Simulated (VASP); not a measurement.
Wanted: the native input for a VASP 6.6.1 run.

* Task: single point
* Functional: LDA
* Potentials or basis: VASP PAW LDA potentials, release 64 (Si, O)
* Cutoff: 520 eV
* k mesh: 6 × 6 × 4
* Occupations: gaussian, width 0.02 eV
* Spin: no spin polarisation
* Dipole correction: no
* Further INCAR settings: ALGO = Normal; EDIFF = 1e-06; NBANDS = 44

The structure of SiO2 lies in POSCAR:

```
SiO2
1.0
    4.8549534535      0.0000000000      0.0000000000
    0.0000000000      4.8549534535      0.0000000000
    0.0000000000      0.0000000000      7.3544053331
Si O
4 8
Direct
    0.0000000000      0.0000000000      0.0000000000
    0.0000000000      0.5000000000      0.2500000000
    0.5000000000      0.5000000000      0.5000000000
    0.5000000000      0.0000000000      0.7500000000
    0.0985467527      0.2500000000      0.1250000000
    0.2500000000      0.5985467527      0.3750000000
    0.7500000000      0.4014532473      0.3750000000
    0.9014532473      0.7500000000      0.1250000000
    0.5985467527      0.7500000000      0.6250000000
    0.7500000000      0.0985467527      0.8750000000
    0.2500000000      0.9014532473      0.8750000000
    0.4014532473      0.2500000000      0.6250000000
```

This cell differs from its parent crystal: biaxial strain in the a-b plane: -1.5 %.

The input as run:

INCAR

```
  PREC = Accurate
  ENCUT = 520
  EDIFF = 1E-6
  ISMEAR = 0
  SIGMA = 0.02
  LREAL = False
  LASPH = True
  NELM = 100
  ALGO = Normal
  ISIF = 2
  LWAVE = False
  LCHARG = False
  GGA = CA
  NBANDS = 44
```

KPOINTS

```
regular mesh
0
Gamma
  6 6 4
```

Potentials or basis: VASP PAW LDA potentials, release 64 (Si, O).

Command:

```console
$ cat potpaw_LDA.64/Si/POTCAR potpaw_LDA.64/O/POTCAR > POTCAR
$ mpirun -np 1 vasp_std > vasp.out
```

It gave:

The pressure is 4.3 GPa. The largest force is 0.304 eV/Å and the band gap on the k mesh is 5.84 eV.

Caveat: the cell differs from its parent crystal (biaxial strain in the a-b plane: -1.5 %); the cell stands under pressure.

Wall time 96 s on 1 thread of Intel(R) Xeon(R) 6975P-C (Granite Rapids) (shared host), peak memory 0.3 GiB.
